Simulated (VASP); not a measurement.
# Ta3N (P-3m1) in VASP: a series of runs, part 2 of 2

VASP 6.6.1. Earlier steps stand in the parts before.

## Step 5: Single point, PBE+U

This run uses another cell than the first one, of 14.98 Å³/atom, 1.006 times its volume.

File INCAR:

```
ALGO = Normal
EDIFF = 1E-7
ENCUT = 520
GGA = PE
ISIF = 2
ISMEAR = -1
LASPH = True
LCHARG = False
LDAU = True
LDAUJ = 0 0
LDAUL = 2 -1
LDAUPRINT = 1
LDAUTYPE = 2
LDAUU = 8 0
LMAXMIX = 4
LREAL = False
LWAVE = False
NBANDS = 27
NELM = 150
PREC = Accurate
SIGMA = 0.05
```

File KPOINTS:

```
k-points
0
Gamma
  10 10 4
```

File POSCAR:

```
Ta3N
1.0
    3.0322239879      0.0000000000      0.0000000000
   -1.5161119940      2.6259830035      0.0000000000
    0.0000000000      0.0000000000      7.5241370000
Ta N
3 1
Direct
    0.6666666667      0.3333333333      0.8260700000
    0.3333333333      0.6666666667      0.1739300000
    0.0000000000      0.0000000000      0.5000000000
    0.0000000000      0.0000000000      0.0000000000
```

Potentials or basis: VASP PAW PBE potentials, release 64 (Ta_pv, N).

The run is started by

```console
$ cat potpaw_PBE.64/Ta_pv/POTCAR potpaw_PBE.64/N/POTCAR > POTCAR
$ mpirun -np 1 vasp_std > vasp.out
```

OUTCAR:

```text
EDIFF = 1E-7
   ENCUT = 520
   GGA = PE
   ISIF = 2
   ISMEAR = -1
   LASPH = True
   LREAL = False
   NELM = 150
   PREC = Accurate

 ion  position               nearest neighbor table
   1  0.667  0.333  0.826-   4 2.19   4 2.19   4 2.19   3 3.01   3 3.01   3 3.01   2 3.15   2 3.15
                             2 3.15
   2  0.333  0.667  0.174-   4 2.19   4 2.19   4 2.19   3 3.01   3 3.01   3 3.01   1 3.15   1 3.15
                             1 3.15
   3  0.000  0.000  0.500-   1 3.01   2 3.01   1 3.01   2 3.01   1 3.01   2 3.01
[... 1020 lines left out ...]
 [... further k-points ...]
[... 5 lines left out ...]
  --------------------------------------------------------------------------------------
  -------------------------------------------------------------------------------------
  Total        8.8798466      8.8798466     10.7345738     -0.0000000      0.0000000     -0.0000000
  in kB      237.4685843    237.4685843    287.0684766     -0.0000000      0.0000000     -0.0000000
  external PRESSURE =     254.0018817 kB  Pullay stress =       0.0000000 kB

 VOLUME and BASIS-vectors are now :
 -----------------------------------------------------------------------------
  energy-cutoff  :      520.00
  volume of cell :       59.91
      direct lattice vectors                 reciprocal lattice vectors
     3.032223988  0.000000000  0.000000000     0.329790940  0.190404888  0.000000000
    -1.516111994  2.625983004  0.000000000     0.000000000  0.380809776  0.000000000
     0.000000000  0.000000000  7.524137000     0.000000000  0.000000000  0.132905608

 POSITION                                       TOTAL-FORCE (eV/Angst)
 -----------------------------------------------------------------------------------
      1.51611      0.87533      6.21546         0.000000      0.000000     -0.782725
     -0.00000      1.75066      1.30867        -0.000000      0.000000      0.782725
      0.00000      0.00000      3.76207         0.000000      0.000000      0.000000
      0.00000      0.00000      0.00000         0.000000      0.000000      0.000000
 -----------------------------------------------------------------------------------
    total drift:                                0.000000     -0.000000      0.000000

  FREE ENERGIE OF THE ION-ELECTRON SYSTEM (eV)
  ---------------------------------------------------
  free  energy   TOTEN  =       -25.2717479292 eV

  energy  without entropy=      -25.2510825898  energy(sigma->0) =      -25.26141526
```

Run time: 2.6 min. Hardware: 1 thread of Intel Xeon 8259CL, shared host; peak memory 0.22 GiB.

Results:

* Free energy: -25.2717 eV
* Pressure: 25.4 GPa
* Largest force: 0.783 eV/Å
* Band gap on the k mesh: zero (band 19 reaches 8.14 eV, above the bottom of band 20 at 7.57 eV)

Forces on the atoms (eV/Å):
```
Ta   0.000  0.000 -0.783
Ta   0.000  0.000  0.783
Ta   0.000  0.000  0.000
N    0.000  0.000  0.000
```

Stress tensor (GPa, compression positive):
```
23.75  0.00  0.00
 0.00 23.75  0.00
 0.00  0.00 28.71
```

Eigenvalues of the final occupation matrices:
```
    site  spin  trace               eigenvalues
site 1 d     1   1.04  0.19 0.19 0.21 0.21 0.24
site 1 d     2   1.04  0.19 0.19 0.21 0.21 0.24
site 2 d     1   1.04  0.19 0.19 0.21 0.21 0.24
site 2 d     2   1.04  0.19 0.19 0.21 0.21 0.24
site 3 d     1   0.95  0.12 0.12 0.22 0.22 0.28
site 3 d     2   0.95  0.12 0.12 0.22 0.22 0.28
```

Caveat: spin-orbit coupling is left out, which moves the levels of the heavy elements; U without spin polarisation on a metal has little footing.

## Step 6: Single point, r2SCAN

This run uses another cell than the first one, of 15.88 Å³/atom, 1.066 times its volume.

File POSCAR:

```
Ta3N
1.0
    3.0916944585      0.0000000000      0.0000000000
   -1.5458472293      2.6774859418      0.0000000000
    0.0000000000      0.0000000000      7.6717065629
Ta N
3 1
Direct
    0.6666666667      0.3333333333      0.8260700000
    0.3333333333      0.6666666667      0.1739300000
    0.0000000000      0.0000000000      0.5000000000
    0.0000000000      0.0000000000      0.0000000000
```

File INCAR.step1:

```
PREC = Accurate
ENCUT = 660
ISMEAR = -1
SIGMA = 0.05
LREAL = F
LASPH = T
NELM = 120
NBANDS = 30
GGA = PE
ALGO = Normal
EDIFF = 1E-5
LWAVE = T
LCHARG = F
GGA_COMPAT = F
```

File INCAR.step2:

```
PREC = Accurate
ENCUT = 660
EDIFF = 1E-6
ISMEAR = -1
SIGMA = 0.05
LREAL = F
LASPH = T
NELM = 120
ALGO = Normal
ISIF = 2
LWAVE = F
LCHARG = F
METAGGA = R2SCAN
LMIXTAU = T
NBANDS = 30
ISTART = 1
GGA_COMPAT = F
```

File KPOINTS:

```
regular mesh
0
Gamma
  10 10 4
```

Potentials or basis: VASP PAW PBE potentials, release 64 (Ta_sv_GW, N).

The run is started by

```console
$ cat potpaw_PBE.64/Ta_sv_GW/POTCAR potpaw_PBE.64/N/POTCAR > POTCAR
$ cp INCAR.step1 INCAR
$ mpirun -np 1 vasp_std > vasp.out
$ cp INCAR.step2 INCAR
$ mpirun -np 1 vasp_std > vasp.out
```

Wall time 5.2 min (1 thread of Intel Xeon Platinum 8559C (Emerald Rapids), shared host); peak memory 0.3 GiB.

It converged, with:

```
Free energy            : -164.3596 eV
Pressure               : -17.0 GPa
Largest force          : 0.344 eV/Å
Band gap on the k mesh : zero (band 22 reaches 10.54 eV, above the bottom of band 23 at 10.12 eV)
```

Forces in eV/Å, atoms in the order of the input:
```
Ta   0.000  0.000  0.344
Ta   0.000  0.000 -0.344
Ta   0.000  0.000  0.000
N    0.000  0.000  0.000
```

Stress tensor (GPa, compression positive):
```
-17.59   0.00   0.00
  0.00 -17.59   0.00
  0.00   0.00 -15.78
```

Levels at points of the mesh, in eV from the Fermi level:
```
           k point  band 20  band 21  band 22  band 23  band 24  band 25
(0.00, 0.00, 0.00)    -0.36    -0.36    -0.25     0.33     0.33     0.88
(0.50, 0.00, 0.00)    -1.44    -0.52     0.09     0.61     0.76     3.37
(0.00, 0.00, 0.50)    -1.12    -0.15    -0.15     0.56     0.56     1.17
(0.50, 0.00, 0.50)    -1.59    -1.27    -0.06     0.86     1.28     2.37
```

Caveat: the PAW data sets were made with another functional, which shifts forces and pressure a little; spin-orbit coupling is left out, which moves the levels of the heavy elements.

## Step 7: Overview

| level | potentials or basis | U | cell | cutoff (eV) | second run | gap on the mesh (eV) | pressure (GPa) | largest force (eV/Å) |
| --- | --- | --- | --- | --- | --- | --- | --- | --- |
| PBEsol+U | VASP PAW PBE potentials, release 64 (Ta_sv_GW, N) | Ta d U = 6.0 eV | a = 2.996, b = 2.996, c = 7.662 Å, angles 90.0, 90.0, 120.0°, 4 atoms | 600 | valence_matched | none | 13.2 | 0.61 |
| PBE+U | VASP PAW PBE potentials, release 64 (Ta_pv, N) | Ta d U = 1.0 eV | a = 3.032, b = 3.032, c = 7.524 Å, angles 90.0, 90.0, 120.0°, 4 atoms | 520 | - | none | 2.4 | 0.01 |
| PBE+U | VASP PAW PBE potentials, release 64 (Ta_pv, N) | Ta d U = 6.0 eV | a = 3.032, b = 3.032, c = 7.524 Å, angles 90.0, 90.0, 120.0°, 4 atoms | 520 | - | none | 18.5 | 0.56 |
| PBE+U | VASP PAW PBE potentials, release 64 (Ta_pv, N) | Ta d U = 8.0 eV | a = 3.032, b = 3.032, c = 7.524 Å, angles 90.0, 90.0, 120.0°, 4 atoms | 520 | - | none | 25.4 | 0.78 |
| r2SCAN | VASP PAW PBE potentials, release 64 (Ta_sv_GW, N) | - | a = 3.092, b = 3.092, c = 7.672 Å, angles 90.0, 90.0, 120.0°, 4 atoms | 660 | valence_matched | none | -17.0 | 0.34 |

Alike in all rows: task single point; no spin polarisation; k mesh 10 × 10 × 4; smearing fermi-dirac 0.05 eV.

Caveats: spin-orbit coupling is left out, which moves the levels of the heavy elements; U without spin polarisation on a metal has little footing (some runs); the PAW data sets were made with another functional, which shifts forces and pressure a little (some runs).

Absolute energies hang on the potentials; compare differences alone.
